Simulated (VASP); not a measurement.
# CaF2 (Fm-3m) in VASP: a series of runs, part 3 of 3

VASP 6.6.1. The steps go on from the part before.

## (6) Electric field gradients, PBEsol (14.40 Å³/atom)

This run uses another cell than the first one, of 14.40 Å³/atom.

INCAR reads:

```
SYSTEM = CaF2
ALGO     = Normal         ! electronic algorithm
EDIFF    = 1E-8           ! SCF threshold, eV
ENCUT    = 520            ! plane-wave cutoff, eV
GGA      = PS             ! functional
GGA_COMPAT= .FALSE.      
ISIF     = 2              ! what is computed and relaxed
ISMEAR   = -1             ! smearing method
LASPH    = .TRUE.         ! aspherical terms in the spheres
LCHARG   = .FALSE.        ! write CHGCAR
LEFG     = .TRUE.       
LREAL    = .FALSE.        ! projectors in reciprocal space
LWAVE    = .FALSE.        ! write WAVECAR
NBANDS   = 19             ! bands
NELM     = 120            ! most SCF steps
PREC     = Accurate       ! precision mode
SIGMA    = 0.02           ! smearing width, eV
```

KPOINTS reads:

```
k-points
0
G
  8 8 8
  0 0 0
```

POSCAR reads:

```
CaF2
1.0
    0.0000000000      2.7848175212      2.7848175212
    2.7848175212      0.0000000000      2.7848175212
    2.7848175212      2.7848175212      0.0000000000
Ca F
1 2
Direct
    0.0000000000      0.0000000000      0.0000000000
    0.2500000000      0.2500000000      0.2500000000
    0.7500000000      0.7500000000      0.7500000000
```

Potentials or basis: VASP PAW PBE potentials, release 64 (Ca_sv, F).

Started as:

```console
> cat potpaw_PBE.64/Ca_sv/POTCAR potpaw_PBE.64/F/POTCAR > POTCAR
> mpirun -np 1 vasp_std > vasp.out
```

OUTCAR:

```text
SYSTEM = CaF2
   EDIFF = 1E-8
   ENCUT = 520
   GGA = PS
   ISIF = 2
   ISMEAR = -1
   LASPH = .TRUE.
   LREAL = .FALSE.
   NELM = 120
   PREC = Accurate

 ion  position               nearest neighbor table
   1  0.000  0.000  0.000-   3 2.41   3 2.41   3 2.41   2 2.41   2 2.41   2 2.41   3 2.41   2 2.41

   2  0.250  0.250  0.250-   1 2.41   1 2.41   1 2.41   1 2.41
   3  0.750  0.750  0.750-   1 2.41   1 2.41   1 2.41   1 2.41

  LATTYP: Found a face centered cubic cell.
 ALAT       =     5.5696350424

  Lattice vectors:

 A1 = (   0.0000000000,   2.7848175212,   2.7848175212)
 A2 = (   2.7848175212,   0.0000000000,   2.7848175212)
 A3 = (   2.7848175212,   2.7848175212,   0.0000000000)

Analysis of symmetry for initial positions (statically):
=====================================================================
 Subroutine PRICEL returns:
 Original cell was already a primitive cell.

 Routine SETGRP: Setting up the symmetry group for a
 face centered cubic supercell.

 Subroutine GETGRP returns: Found 48 space group operations
 (whereof 48 operations were pure point group operations)
 out of a pool of 48 trial point group operations.

The static configuration has the point symmetry O_h .

Analysis of symmetry for dynamics (positions and initial velocities):
=====================================================================
 Subroutine PRICEL returns:
 Original cell was already a primitive cell.

 Routine SETGRP: Setting up the symmetry group for a
 face centered cubic supercell.

 Subroutine GETGRP returns: Found 48 space group operations
 (whereof 48 operations were pure point group operations)
 out of a pool of 48 trial point group operations.

The dynamic configuration has the point symmetry O_h .

 Subroutine INISYM returns: Found 48 space group operations
 (whereof 48 operations are pure point group operations),
 and found     1 'primitive' translations

----------------------------------------------------------------------------------------

                                     Primitive cell

  volume of cell :      43.1937

  direct lattice vectors                    reciprocal lattice vectors
     0.000000000  2.784817521  2.784817521    -0.179544978  0.179544978  0.179544978
     2.784817521  0.000000000  2.784817521     0.179544978 -0.179544978  0.179544978
     2.784817521  2.784817521  0.000000000     0.179544978  0.179544978 -0.179544978

  length of vectors
     3.938326707  3.938326707  3.938326707     0.310981024  0.310981024  0.310981024

  position of ions in fractional coordinates (direct lattice)
     0.000000000  0.000000000  0.000000000
     0.250000000  0.250000000  0.250000000
     0.750000000  0.750000000  0.750000000

  ion indices of the primitive-cell ions
[... 80 lines left out ...]
   IBRION =     -1    ionic relax: 0-MD 1-quasi-New 2-CG
   NFREE  =      0    steps in history (QN), initial steepest desc. (CG)
   ISIF   =      2    stress and relaxation
   ISYM   =      2    0-nonsym 1-usesym 2-fastsym
   POTIM  = 0.5000    time-step for ionic-motion
   TEBEG  =    0.0;   TEEND  =   0.0 temperature during run
   PSTRESS=    0.0 pullay stress
   NELECT =      24.0000    total number of electrons
   NUPDOWN=      -1.0000    fix difference up-down
   EMIN   =  10.00;   EMAX   =-10.00  energy-range for DOS
   EFERMI =   0.00;   METHOD = LEGACY
   ISMEAR =    -1;   SIGMA  =   0.02  broadening in eV -4-tet -1-fermi 0-gaus
   EFERMI_NEDOS =   21; number of points for ismear=-14 and -15
   IALGO  =     38    algorithm
   IMIX   =      4    mixing-type and parameters
     AMIX     =   0.40;   BMIX     =  1.00
     AMIX_MAG =   1.60;   BMIX_MAG =  1.00
  volume/ion in A,a.u.               =      14.40        97.16
  Fermi-wavevector in a.u.,A,eV,Ry     =   1.345876  2.543338 24.645365  1.811383
  Thomas-Fermi vector in A             =   2.473754
   LORBIT       =      0    0 simple, 1 ext, 2 COOP (PROOUT), +10 PAW based schemes
   GGA     = PS    functional components
   LHFCALC =     F    Hartree Fock is set to
   AEXX    =    0.0000 exact exchange contribution
   IVDW    =     0    specifies the selected vdW correction
   LEPSILON=     F    determine dielectric tensor
   LRPA    =     F    only Hartree local field effects (RPA)
 non-spin polarized calculation
  energy-cutoff  :      520.00
  volume of cell :       43.19
 maximum number of plane-waves:      1211
 NGX is ok and might be reduce to    30
   NGX = 15   NGY = 15   NGZ = 15

 number of electron      24.0000009 magnetization

 Free energy of the ion-electron system (eV)
  ---------------------------------------------------
  ext. energy  EPLUGINS =         0.00000000
  ---------------------------------------------------
  free energy    TOTEN  =       -17.84554371 eV

  energy without entropy =      -17.84554371  energy(sigma->0) =      -17.84554371

 E-fermi :  -0.9087     XC(G=0):  -9.5980

 val. band max:       -1.3797366571   @ k =   0.5000   0.5000   0.0000
 cond. band min:       5.3861091976   @ k =   0.0000   0.0000   0.0000
 fundamental gap:      6.7658458547
 Fermi energy:        -0.9086578175

 k-point     1 :       0.0000    0.0000    0.0000
  band No.  band energies     occupation
      1     -37.4795      2.00000
      2     -21.0611      2.00000
      3     -20.3613      2.00000
      4     -18.5011      2.00000
      5     -18.5011      2.00000
      6     -18.5011      2.00000
[... 505 lines left out ...]
      6     -18.1195      2.00000
[... 11 lines left out ...]
     18      10.6109      0.00000
     19      11.9866      0.00000

 [... further k-points ...]

------------------------ aborting loop because EDIFF is reached ----------------------------------------

  FORCE on cell =-STRESS in cart. coord.  units (eV):
  Direction    XX          YY          ZZ          XY          YZ          ZX
  --------------------------------------------------------------------------------------
  -------------------------------------------------------------------------------------
  Total       -1.5428762     -1.5428762     -1.5428762      0.0000000      0.0000000     -0.0000000
  in kB      -57.2296976    -57.2296976    -57.2296976      0.0000000      0.0000000     -0.0000000
  external PRESSURE =     -57.2296976 kB  Pullay stress =       0.0000000 kB

 VOLUME and BASIS-vectors are now :
 -----------------------------------------------------------------------------
  energy-cutoff  :      520.00
  volume of cell :       43.19
      direct lattice vectors                 reciprocal lattice vectors
     0.000000000  2.784817521  2.784817521    -0.179544978  0.179544978  0.179544978
     2.784817521  0.000000000  2.784817521     0.179544978 -0.179544978  0.179544978
     2.784817521  2.784817521  0.000000000     0.179544978  0.179544978 -0.179544978

 POSITION                                       TOTAL-FORCE (eV/Angst)
 -----------------------------------------------------------------------------------
      0.00000      0.00000      0.00000         0.000000      0.000000     -0.000000
      1.39241      1.39241      1.39241         0.000000      0.000000      0.000000
      4.17723      4.17723      4.17723        -0.000000     -0.000000     -0.000000
 -----------------------------------------------------------------------------------
    total drift:                                0.000000     -0.000000      0.000000

  FREE ENERGIE OF THE ION-ELECTRON SYSTEM (eV)
  ---------------------------------------------------
  free  energy   TOTEN  =       -17.8455437085 eV

  energy  without entropy=      -17.8455437085  energy(sigma->0) =      -17.84554371

 Electric field gradients (V/A^2)
---------------------------------------------------------------------
 ion       V_xx      V_yy      V_zz      V_xy      V_xz      V_yz
---------------------------------------------------------------------
   1      -0.000     0.000     0.000     0.000     0.000     0.000
   2       0.000    -0.000    -0.000     0.002     0.002     0.002
   3       0.000    -0.000    -0.000     0.002     0.002     0.002
---------------------------------------------------------------------

 Electric field gradients after diagonalization (V/A^2)
 (convention: |V_zz| > |V_xx| > |V_yy|)
----------------------------------------------------------------------
 ion       V_xx      V_yy      V_zz     asymmetry (V_yy - V_xx)/ V_zz
----------------------------------------------------------------------
   1      -0.000    -0.000     0.001       0.000
   2      -0.002    -0.002     0.004       0.000
   3      -0.002    -0.002     0.004       0.000
----------------------------------------------------------------------

           NMR quadrupolar parameters

 Cq : quadrupolar parameter    Cq=e*Q*V_zz/h
 eta: asymmetry parameters     (V_yy - V_xx)/ V_zz
 Q  : nuclear electric quadrupole moment in mb (millibarn)
----------------------------------------------------------------------
 ion       Cq(MHz)       eta       Q (mb)
----------------------------------------------------------------------
   1       0.000       0.000       1.000
   2       0.000       0.000       1.000
   3       0.000       0.000       1.000
----------------------------------------------------------------------
```

It took 19 s on 1 thread of AMD EPYC 9R45 (Zen 5), shared host; peak memory 0.15 GiB.

What came out:

| Quantity | Value |
| --- | --- |
| Free energy | -17.8455 eV |
| Pressure | -5.7 GPa |
| Band gap on the k mesh | 6.77 eV (least direct gap 7.01 eV) |
| Largest electric field gradient by atom | zero within the noise of the run |

Caveat: the cell stands under tension; the PAW data sets were made with another functional, which shifts forces and pressure a little. A k mesh can miss the band edges.

## (7) Summary

| cell | gap on the mesh (eV) | pressure (GPa) |
| --- | --- | --- |
| a = 3.875 Å, angles 60.0°, 3 atoms | 7.03 | -2.4 |
| a = 3.888 Å, angles 60.0°, 3 atoms | 6.98 | -3.2 |
| a = 3.913 Å, angles 60.0°, 3 atoms | 6.87 | -4.5 |
| a = 3.938 Å, angles 60.0°, 3 atoms | 6.77 | -5.7 |

Alike in all rows: task electric field gradients; level PBEsol; potentials or basis VASP PAW PBE potentials, release 64 (Ca_sv, F); no spin polarisation; k mesh 8 × 8 × 8; cutoff (eV) 520; smearing fermi-dirac 0.02 eV.

Caveats: the PAW data sets were made with another functional, which shifts forces and pressure a little; the cell stands under tension (at least some runs).

Absolute energies hang on the potentials; compare differences alone.
